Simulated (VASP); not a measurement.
# NaCl in VASP: a series of runs

The runs below take NaCl through single point, with HSE06, PBE.

All numbers are computed with VASP 6.6.1; they aren't measurements. Logs are shortened: lines on timing, memory, paths and dates and some standing lists are left out, and cuts for length are marked.

## Step 1: The cell of the first run

It takes space group R-3m (No. 166, trigonal). Conventional cell: a = 3.902 Å, b = 3.902 Å, c = 9.830 Å, α = 90.00°, β = 90.00°, γ = 120.00°. Within 3.7 Å of Na (site symmetry -3m) lie 6 Cl at 2.79 Å. Within 3.7 Å of Cl (site symmetry -3m) lie 6 Na at 2.79 Å.

## Step 2: Single point, HSE06 (epitaxial 111 strain -1.6%)

File POSCAR:

```
NaCl
1.0
    0.0524665221      2.8114432507      2.8114432507
    2.8114432507      0.0524665221      2.8114432507
    2.8114432507      2.8114432507      0.0524665221
Na Cl
1 1
Direct
    0.0000000000      0.0000000000      0.0000000000
    0.5000000000      0.5000000000      0.5000000000
```

File INCAR.step1:

```
PREC = Accurate
ENCUT = 520
EDIFF = 1E-5
ISMEAR = 0
SIGMA = 0.01
LREAL = False
LASPH = True
NELM = 60
ALGO = Normal
ISIF = 2
LWAVE = True
LCHARG = False
NBANDS = 14
GGA = PE
```

File INCAR.step2:

```
PREC = Accurate
ENCUT = 520
EDIFF = 1E-6
ISMEAR = 0
SIGMA = 0.01
LREAL = False
LASPH = True
NELM = 60
ALGO = Normal
ISIF = 2
LWAVE = False
LCHARG = False
GGA = PE
LHFCALC = True
HFSCREEN = 0.2079
PRECFOCK = Normal
NBANDS = 14
ISTART = 1
```

File KPOINTS:

```
Automatic mesh
0
Gamma
  6 6 6
```

Potentials or basis: VASP PAW PBE potentials, release 64 (Na_pv, Cl).

Started as:

```
cat potpaw_PBE.64/Na_pv/POTCAR potpaw_PBE.64/Cl/POTCAR > POTCAR
cp INCAR.step1 INCAR
mpirun -np 1 vasp_std > vasp.out
cp INCAR.step2 INCAR
mpirun -np 1 vasp_std > vasp.out
```

OUTCAR:

```text
PREC = Accurate
   ENCUT = 520
   EDIFF = 1E-6
   ISMEAR = 0
   LREAL = False
   LASPH = True
   NELM = 60
   ISIF = 2
   GGA = PE
   LHFCALC = True
   HFSCREEN = 0.2079
   PRECFOCK = Normal
   ISTART = 1

 ion  position               nearest neighbor table
   1  0.000  0.000  0.000-
   2  0.500  0.500  0.500-

  LATTYP: Found a trigonal (rhomboedric) cell.
 ALAT       =     3.9763273306
 COS(alpha) =     0.5185714759

  Lattice vectors:

 A1 = (   0.0524665221,   2.8114432507,   2.8114432507)
 A2 = (   2.8114432507,   0.0524665221,   2.8114432507)
 A3 = (   2.8114432507,   2.8114432507,   0.0524665221)

Analysis of symmetry for initial positions (statically):
=====================================================================
 Subroutine PRICEL returns:
 Original cell was already a primitive cell.

 Routine SETGRP: Setting up the symmetry group for a
 trigonal (rhombohedral) supercell.

 Subroutine GETGRP returns: Found 12 space group operations
 (whereof 12 operations were pure point group operations)
 out of a pool of 12 trial point group operations.

The static configuration has the point symmetry D_3d.

Analysis of symmetry for dynamics (positions and initial velocities):
=====================================================================
 Subroutine PRICEL returns:
 Original cell was already a primitive cell.

 Routine SETGRP: Setting up the symmetry group for a
 trigonal (rhombohedral) supercell.

 Subroutine GETGRP returns: Found 12 space group operations
 (whereof 12 operations were pure point group operations)
 out of a pool of 12 trial point group operations.

The dynamic configuration has the point symmetry D_3d.

 Subroutine INISYM returns: Found 12 space group operations
 (whereof 12 operations are pure point group operations),
 and found     1 'primitive' translations

----------------------------------------------------------------------------------------

                                     Primitive cell

  volume of cell :      43.2005

  direct lattice vectors                    reciprocal lattice vectors
     0.052466522  2.811443251  2.811443251    -0.182901983  0.179551238  0.179551238
     2.811443251  0.052466522  2.811443251     0.179551238 -0.182901983  0.179551238
     2.811443251  2.811443251  0.052466522     0.179551238  0.179551238 -0.182901983

  length of vectors
     3.976327331  3.976327331  3.976327331     0.312938379  0.312938379  0.312938379

  position of ions in fractional coordinates (direct lattice)
     0.000000000  0.000000000  0.000000000
     0.500000000  0.500000000  0.500000000

  ion indices of the primitive-cell ions
   primitive index   ion index
                 1           1
                 2           2

----------------------------------------------------------------------------------------

 KPOINTS: Automatic mesh

Automatic generation of k-mesh.
 Grid dimensions read from file:
 generate k-points for:    6    6    6

 Generating k-lattice:

  Cartesian coordinates                     Fractional coordinates (reciprocal lattice)
    -0.030483664  0.029925206  0.029925206     0.166666667 -0.000000000 -0.000000000
     0.029925206 -0.030483664  0.029925206    -0.000000000  0.166666667 -0.000000000
     0.029925206  0.029925206 -0.030483664    -0.000000000 -0.000000000  0.166666667

  Length of vectors
     0.052156397  0.052156397  0.052156397

  Shift w.r.t. Gamma in fractional coordinates (k-lattice)
     0.000000000  0.000000000  0.000000000

 Subroutine IBZKPT returns following result:
 ===========================================

 Found     32 irreducible k-points:

 Following reciprocal coordinates:
            Coordinates               Weight
  0.000000  0.000000  0.000000      1.000000
  0.166667  0.000000 -0.000000      6.000000
  0.333333 -0.000000 -0.000000      6.000000
  0.500000  0.000000 -0.000000      3.000000
  0.166667  0.166667  0.000000      6.000000
  0.333333  0.166667 -0.000000     12.000000
[... 16 lines left out ...]
  0.500000  0.500000  0.166667      6.000000
 -0.333333  0.500000  0.166667     12.000000
 [... further k-points ...]
   k-points           NKPTS =     32   k-points in BZ     NKDIM =    216   number of bands    NBANDS=     14
   number of dos      NEDOS =    301   number of ions     NIONS =      2
   total plane-waves  NPLWV =  27000
   dimension x,y,z NGX =    30 NGY =   30 NGZ =   30
   dimension x,y,z NGXF=    60 NGYF=   60 NGZF=   60
   ions per type =               1   1
   NGX,Y,Z   is equivalent  to a cutoff of  12.54, 12.54, 12.54 a.u.
   NGXF,Y,Z  is equivalent  to a cutoff of  25.09, 25.09, 25.09 a.u.
 SYSTEM =  unknown system
   PREC   = accura    normal or accurate (medium, high low for compatibility)
   ISTART =      1    job   : 0-new  1-cont  2-samecut
   ICHARG =      0    charge: 1-file 2-atom 10-const
   ISPIN  =      1    spin polarized calculation?
   LNONCOLLINEAR =      F non collinear calculations
   LSORBIT =      F    spin-orbit coupling
   LASPH  =      T    aspherical Exc in radial PAW
   ENCUT  =  520.0 eV  38.22 Ry    6.18 a.u.   7.39  7.39  7.39*2*pi/ulx,y,z
   NELM   =     60;   NELMIN=  2; NELMDL=  0     # of ELM steps
   EDIFF  = 0.1E-05   stopping-criterion for ELM
   LREAL  =      F    real-space projection
   EDIFFG = 0.1E-04   stopping-criterion for IOM
   NSW    =      0    number of steps for IOM
   IBRION =     -1    ionic relax: 0-MD 1-quasi-New 2-CG
   NFREE  =      0    steps in history (QN), initial steepest desc. (CG)
   ISIF   =      2    stress and relaxation
   ISYM   =      3    0-nonsym 1-usesym 2-fastsym
   POTIM  = 0.5000    time-step for ionic-motion
   TEBEG  =    0.0;   TEEND  =   0.0 temperature during run
   PSTRESS=    0.0 pullay stress
   NELECT =      14.0000    total number of electrons
   NUPDOWN=      -1.0000    fix difference up-down
   EMIN   =  10.00;   EMAX   =-10.00  energy-range for DOS
   EFERMI =   0.00;   METHOD = LEGACY
   ISMEAR =     0;   SIGMA  =   0.01  broadening in eV -4-tet -1-fermi 0-gaus
   EFERMI_NEDOS =   21; number of points for ismear=-14 and -15
   IALGO  =     38    algorithm
   IMIX   =      1    mixing-type and parameters
     AMIX     =   0.40;   BMIX     =  1.00
     AMIX_MAG =   1.60;   BMIX_MAG =  1.00
  volume/ion in A,a.u.               =      21.60       145.77
  Fermi-wavevector in a.u.,A,eV,Ry     =   1.124487  2.124973 17.204179  1.264472
  Thomas-Fermi vector in A             =   2.261159
   LORBIT       =      0    0 simple, 1 ext, 2 COOP (PROOUT), +10 PAW based schemes
   GGA     = PE    functional components
   LHFCALC =     T    Hartree Fock is set to
   PRECFOCK=normal    Normal, Fast or Accurate (Low or Medium for compatibility)
   ENCUT4O =  -1.0   cutoff for four orbital integrals eV
   NKREDX  =     1    reduce k-point grid by
   NKREDY  =     1    reduce k-point grid by
   NKREDZ  =     1    reduce k-point grid by
   AEXX    =    0.2500 exact exchange contribution
   HFSCREEN=    0.2079 screening length (either q_TF or 0.3 A-1)
   HFSCREENC=   0.2079 screening length for correlation (either q_TF or 0.3 A-1)
   ENCUTFOCK=  -1.0 apply spherical cutoff to Coloumb kernel
   IVDW    =     0    specifies the selected vdW correction
   LEPSILON=     F    determine dielectric tensor
   LRPA    =     F    only Hartree local field effects (RPA)
 non-spin polarized calculation
 Gauss-broadening in eV      SIGMA  =   0.01
  energy-cutoff  :      520.00
  volume of cell :       43.20
 maximum number of plane-waves:      1183
 NGX is ok and might be reduce to    30
  NGX = 24; NGY = 24; NGZ = 24

 number of electron      14.0000003 magnetization

 Free energy of the ion-electron system (eV)
  ---------------------------------------------------
  ext. energy  EPLUGINS =         0.00000000
  ---------------------------------------------------
  free energy    TOTEN  =        -7.86833409 eV

  energy without entropy =       -7.86833409  energy(sigma->0) =       -7.86833409

 E-fermi :  -1.3239     XC(G=0):  -6.9263

 val. band max:       -1.4636196199   @ k =   0.0000   0.0000   0.0000
 cond. band min:       5.1235488574   @ k =   0.0000   0.0000   0.0000
 fundamental gap:      6.5871684773
 Fermi energy:        -1.3239433881

 k-point     1 :       0.0000    0.0000    0.0000
  band No.  band energies     occupation
      1     -24.3186      2.00000
      2     -24.3186      2.00000
      3     -24.3150      2.00000
      4     -15.4476      2.00000
      5      -1.5798      2.00000
      6      -1.4636      2.00000
      7      -1.4636      2.00000
      8       5.1235      0.00000
      9      10.8943      0.00000
     10      11.3012      0.00000
     11      11.3012      0.00000
     12      13.5444      0.00000
     13      13.5444      0.00000
     14      14.9206      0.00000

 k-point     2 :       0.1667    0.0000   -0.0000
  band No.  band energies     occupation
      1     -24.3268      2.00000
      2     -24.3192      2.00000
      3     -24.3156      2.00000
      4     -15.3488      2.00000
      5      -2.1401      2.00000
      6      -1.6446      2.00000
      7      -1.5507      2.00000
      8       5.9744      0.00000
      9      10.3842      0.00000
     10      11.2789      0.00000
     11      11.6160      0.00000
     12      13.1235      0.00000
     13      13.2517      0.00000
     14      16.2542      0.00000

 k-point     3 :       0.3333   -0.0000   -0.0000
  band No.  band energies     occupation
      1     -24.3433      2.00000
      2     -24.3204      2.00000
      3     -24.3164      2.00000
      4     -15.1416      2.00000
      5      -3.2039      2.00000
      6      -1.7944      2.00000
      7      -1.7166      2.00000
      8       7.0390      0.00000
      9      10.3363      0.00000
     10      11.1627      0.00000
     11      11.4115      0.00000
     12      14.1690      0.00000
     13      14.5160      0.00000
     14      15.6004      0.00000
[... 324 lines left out ...]
 k-point    23 :       0.5000    0.5000    0.1667
  band No.  band energies     occupation
      1     -24.3369      2.00000
      2     -24.3284      2.00000
      3     -24.3255      2.00000
      4     -15.0045      2.00000
      5      -3.2382      2.00000
      6      -2.4380      2.00000
      7      -2.0385      2.00000
      8       8.1108      0.00000
      9       8.5232      0.00000
     10      10.8744      0.00000
     11      13.5749      0.00000
     12      14.3795      0.00000
     13      16.6113      0.00000
     14      17.4503      0.00000

 k-point    24 :      -0.3333    0.5000    0.1667
  band No.  band energies     occupation
      1     -24.3372      2.00000
      2     -24.3302      2.00000
      3     -24.3263      2.00000
      4     -14.9670      2.00000
      5      -3.1360      2.00000
      6      -2.5451      2.00000
      7      -2.3061      2.00000
      8       8.4851      0.00000
      9       8.8449      0.00000
     10      10.6882      0.00000
     11      12.4006      0.00000
     12      15.7282      0.00000
     13      16.7516      0.00000
     14      16.8637      0.00000

 [... further k-points ...]
[... 5 lines left out ...]
  --------------------------------------------------------------------------------------
  -------------------------------------------------------------------------------------
  Total        0.3400358      0.3400358      0.3400358     -0.0704836     -0.0704836     -0.0704836
  in kB       12.6109070     12.6109070     12.6109070     -2.6140253     -2.6140253     -2.6140253
  external PRESSURE =      12.6109070 kB  Pullay stress =       0.0000000 kB

 VOLUME and BASIS-vectors are now :
 -----------------------------------------------------------------------------
  energy-cutoff  :      520.00
  volume of cell :       43.20
      direct lattice vectors                 reciprocal lattice vectors
     0.052466522  2.811443251  2.811443251    -0.182901983  0.179551238  0.179551238
     2.811443251  0.052466522  2.811443251     0.179551238 -0.182901983  0.179551238
     2.811443251  2.811443251  0.052466522     0.179551238  0.179551238 -0.182901983

 POSITION                                       TOTAL-FORCE (eV/Angst)
 -----------------------------------------------------------------------------------
      0.00000      0.00000      0.00000        -0.000000     -0.000000      0.000000
      2.83768      2.83768      2.83768         0.000000      0.000000     -0.000000
 -----------------------------------------------------------------------------------
    total drift:                               -0.000007      0.000009     -0.000010

  FREE ENERGIE OF THE ION-ELECTRON SYSTEM (eV)
  ---------------------------------------------------
  free  energy   TOTEN  =        -7.8683340899 eV

  energy  without entropy=       -7.8683340899  energy(sigma->0) =       -7.86833409
```

Run time: 60 min. Hardware: 1 thread of Intel Xeon Platinum 8375C at 2.90GHz (Ice Lake), shared host; peak memory 0.28 GiB.

Results:

* Free energy: -7.8683 eV
* Pressure: 1.3 GPa
* Band gap on the k mesh: 6.59 eV

Stress tensor (GPa, compression positive):
```
 1.26 -0.26 -0.26
-0.26  1.26 -0.26
-0.26 -0.26  1.26
```

Caveat: the cell differs from its parent crystal (epitaxial 111 strain -1.6%); the PAW data sets were made with another functional, which shifts forces and pressure a little.

## Step 3: Single point, PBE (biaxial xy strain -4.8%)

File INCAR:

```
  ALGO = Normal
  EDIFF = 1E-7
  ENCUT = 520
  GGA = PE
  ISIF = 2
  ISMEAR = -1
  LASPH = True
  LCHARG = False
  LREAL = False
  LWAVE = False
  NBANDS = 14
  NELM = 100
  PREC = Accurate
  SIGMA = 0.02
```

File KPOINTS:

```
k-points
0
Gamma
  8 8 8
```

File POSCAR:

```
NaCl
1.0
    0.0000000000      2.6690100961      2.8026988303
    2.6690100961      0.0000000000      2.8026988303
    2.6690100961      2.6690100961      0.0000000000
Na Cl
1 1
Direct
    0.0000000000      0.0000000000      0.0000000000
    0.5000000000      0.5000000000      0.5000000000
```

Potentials or basis: VASP PAW PBE potentials, release 64 (Na_pv, Cl).

Started as:

```
cat potpaw_PBE.64/Na_pv/POTCAR potpaw_PBE.64/Cl/POTCAR > POTCAR
mpirun -np 1 vasp_std > vasp.out
```

Run time: 41 s. Hardware: 1 thread of AMD EPYC 7R43 (Zen 3), shared host; peak memory 0.14 GiB.

Results (log left out):

```yaml
Free_energy: -6.6799 eV
Pressure: 5.0 GPa
Band_gap_on_the_k_mesh: 5.58 eV
```

Stress tensor (GPa, compression positive):
```
6.21 0.00 0.00
0.00 6.21 0.00
0.00 0.00 2.69
```

Levels at points of the mesh, in eV from the valence-band top:
```csv
k point,band 4,band 5,band 6,band 7,band 8,band 9,band 10,band 11
"(0.00, 0.00, 0.00)",-12.97,-0.02,-0.02,0.00,5.58,10.95,11.35,11.35
"(0.50, 0.00, 0.00)",-12.49,-2.32,-0.39,-0.31,7.45,11.00,11.51,11.59
"(0.50, 0.50, 0.00)",-12.48,-2.03,-0.64,-0.64,7.92,8.07,11.85,15.66
"(0.50, 0.00, 0.50)",-12.42,-1.98,-0.85,-0.69,7.86,7.89,12.33,15.36
```

Caveat: the cell differs from its parent crystal (biaxial xy strain -4.8%); the cell stands under pressure.

## Step 4: Single point, PBE (uniaxial z strain +6.0%)

File INCAR:

```
PREC = Accurate
ENCUT = 520
EDIFF = 1E-6
ISMEAR = -1
SIGMA = 0.02
LREAL = False
LASPH = True
NELM = 80
ALGO = Normal
ISIF = 2
LWAVE = False
LCHARG = True
GGA = PE
LELF = True
LVHAR = True
NBANDS = 14
```

File KPOINTS:

```
regular mesh
0
Gamma
  8 8 8
```

File POSCAR:

```
NaCl
1.0
    0.0000000000      2.8026988303      2.9700199505
    2.8026988303      0.0000000000      2.9700199505
    2.8026988303      2.8026988303      0.0000000000
Na Cl
1 1
Direct
    0.0000000000      0.0000000000      0.0000000000
    0.5000000000      0.5000000000      0.5000000000
```

Started as:

```
cat potpaw_PBE.64/Na_pv/POTCAR potpaw_PBE.64/Cl/POTCAR > POTCAR
mpirun -np 1 vasp_std > vasp.out
```

Run time: 40 s. Hardware: 1 thread of AMD EPYC 7R43 (Zen 3), shared host; peak memory 0.14 GiB.

The run converged. Its results:

| Property | Result |
| --- | --- |
| Free energy | -6.7674 eV |
| Pressure | -0.1 GPa |
| Band gap on the k mesh | 4.94 eV |

Stress tensor (GPa, compression positive):
```
 0.52  0.00  0.00
 0.00  0.52  0.00
 0.00  0.00 -1.24
```

Levels at points of the mesh, in eV from the valence-band top:
```tsv
k point	band 5	band 6	band 7	band 8	band 9	band 10
(0.00, 0.00, 0.00)	-0.04	-0.04	0.00	4.94	10.79	11.21
(0.50, 0.00, 0.00)	-1.84	-0.30	-0.23	7.17	10.28	10.61
(0.50, 0.50, 0.00)	-1.59	-0.51	-0.51	7.42	8.23	10.66
(0.50, 0.00, 0.50)	-1.57	-0.71	-0.53	7.41	8.03	11.20
```

Caveat: the cell differs from its parent crystal (uniaxial z strain +6.0%). A k mesh can miss the band edges.

## Step 5: Single point, PBE (epitaxial 111 strain -1.6%)

File INCAR:

```
PREC = Accurate
ENCUT = 520
EDIFF = 1E-6
ISMEAR = -1
SIGMA = 0.02
LREAL = F
LASPH = T
NELM = 60
ALGO = Normal
ISIF = 2
LWAVE = F
LCHARG = T
GGA = PE
LELF = T
LVHAR = T
NBANDS = 14
```

File KPOINTS:

```
Automatic mesh
0
Gamma
  8 8 8
```

File POSCAR:

```
NaCl
1.0
    0.0524665221      2.8114432507      2.8114432507
    2.8114432507      0.0524665221      2.8114432507
    2.8114432507      2.8114432507      0.0524665221
Na Cl
1 1
Direct
    0.0000000000      0.0000000000      0.0000000000
    0.5000000000      0.5000000000      0.5000000000
```

Started as:

```
cat potpaw_PBE.64/Na_pv/POTCAR potpaw_PBE.64/Cl/POTCAR > POTCAR
mpirun -np 1 vasp_std > vasp.out
```

Run time: 39 s. Hardware: 1 thread of AMD EPYC 7R43 (Zen 3), shared host; peak memory 0.15 GiB.

It converged, with:

```
Free energy            : -6.7594 eV
Pressure               : 1.8 GPa
Band gap on the k mesh : 5.21 eV
```

Stress tensor (GPa, compression positive):
```
 1.82 -0.25 -0.25
-0.25  1.82 -0.25
-0.25 -0.25  1.82
```

Levels at points of the mesh, in eV from the valence-band top:
```
           k point  band 3  band 4  band 5  band 6  band 7  band 8  band 9  band 10  band 11  band 12
(0.00, 0.00, 0.00)  -20.79  -12.78   -0.11    0.00    0.00    5.21   10.86    11.25    11.25    13.33
(0.50, 0.00, 0.00)  -20.79  -12.40   -2.07   -0.38   -0.31    7.28   10.86    10.96    11.09    15.15
(0.50, 0.50, 0.00)  -20.80  -12.36   -1.80   -0.72   -0.62    7.59    8.03    11.54    14.98    15.18
(0.50, 0.50, 0.50)  -20.79  -12.43   -2.10   -0.26   -0.26    7.37   10.69    11.19    11.19    15.34
```

Caveat: the cell differs from its parent crystal (epitaxial 111 strain -1.6%).

## Step 6: Summary

```csv
level,cell,k mesh,smearing,grid for exact exchange (PRECFOCK),share of exact exchange,screening parameter,gap on the mesh (eV),pressure (GPa)
HSE06,"a = 3.976 Å, angles 58.8°, 2 atoms",6 × 6 × 6,gaussian 0.01 eV,Normal,0.25,0.2079 1/Å,6.59,1.3
PBE,"a = 3.870, b = 3.870, c = 3.775 Å, angles 60.8, 60.8, 58.4°, 2 atoms",8 × 8 × 8,fermi-dirac 0.02 eV,-,-,-,5.58,5.0
PBE,"a = 4.084, b = 4.084, c = 3.964 Å, angles 61.0, 61.0, 58.1°, 2 atoms",8 × 8 × 8,fermi-dirac 0.02 eV,-,-,-,4.94,-0.1
PBE,"a = 3.976 Å, angles 58.8°, 2 atoms",8 × 8 × 8,fermi-dirac 0.02 eV,-,-,-,5.21,1.8
```

Alike in all rows: task single point; potentials or basis VASP PAW PBE potentials, release 64 (Na_pv, Cl); no spin polarisation; cutoff (eV) 520.

Caveats: the PAW data sets were made with another functional, which shifts forces and pressure a little (at least some runs); the cell stands under pressure (at least some runs).

Total energies depend on the potentials used, so only differences within one code and one set of settings carry meaning.
